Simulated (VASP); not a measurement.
Set up this calculation in VASP 6.6.1, as the native input.

| Item | Value |
| --- | --- |
| Task | single point |
| Functional | PBE |
| Potentials or basis | VASP PAW PBE potentials, release 64 (Ga_d, As, In_d) |
| Cutoff | 520 eV |
| k mesh | 8 × 8 × 8 |
| Occupations | fermi-dirac, width 0.02 eV |
| Spin | no spin polarisation |
| Dipole correction | no |
| Further INCAR settings | ALGO = Normal; EDIFF = 1e-07; NBANDS = 36 |

The structure of InGa2As3 lies in POSCAR:

```
InGa2As3
1.0
   -2.0505567985      6.1616740756      2.9137567994
    2.0505567985     -6.1616740756      2.9137567994
    2.0505567985      6.1616740756     -2.9137567994
Ga As In
2 3 1
Direct
    0.6695360981      1.0005095567      0.6690265414
    0.3314830153      0.0005095567      0.3309734586
    0.4375258999      0.2626395094      0.1748863905
    0.0877531189      0.2626395094      0.8251136095
    0.7230737424      0.2230737424      0.5000000000
    0.0006281254      0.0006281254      0.0000000000
```

One way to write it, as run:

INCAR

```
PREC     = Accurate       # precision mode
ENCUT    = 520            # plane-wave cutoff, eV
EDIFF    = 1E-7           # SCF threshold, eV
ISMEAR   = -1             # smearing method
SIGMA    = 0.02           # smearing width, eV
LREAL    = F              # projectors in reciprocal space
LASPH    = T              # aspherical terms in the spheres
NELM     = 100            # most SCF steps
ALGO     = Normal         # electronic algorithm
ISIF     = 2              # what is computed and relaxed
LWAVE    = F              # write WAVECAR
LCHARG   = F              # write CHGCAR
GGA      = PE             # functional
NBANDS   = 36             # bands
```

KPOINTS

```
Automatic mesh
0
Gamma
  8 8 8
```

Potentials or basis: VASP PAW PBE potentials, release 64 (Ga_d, As, In_d).

Launch:

```console
$ cat potpaw_PBE.64/Ga_d/POTCAR potpaw_PBE.64/As/POTCAR potpaw_PBE.64/In_d/POTCAR > POTCAR
$ mpirun -np 1 vasp_std > vasp.out
```

Results of the run:

```json
{
  "Pressure": "2.6 GPa",
  "Largest force": "0.027 eV/Å",
  "Band gap on the k mesh": "0.05 eV"
}
```

Caveat: semilocal functionals underestimate gaps, and a narrow one can read as zero; spin-orbit coupling is left out, which moves the levels of the heavy elements.

Run time: 25 min on 1 thread of Oxide Virtual Turin-like Processor, on a shared host, peak memory 0.69 GiB.
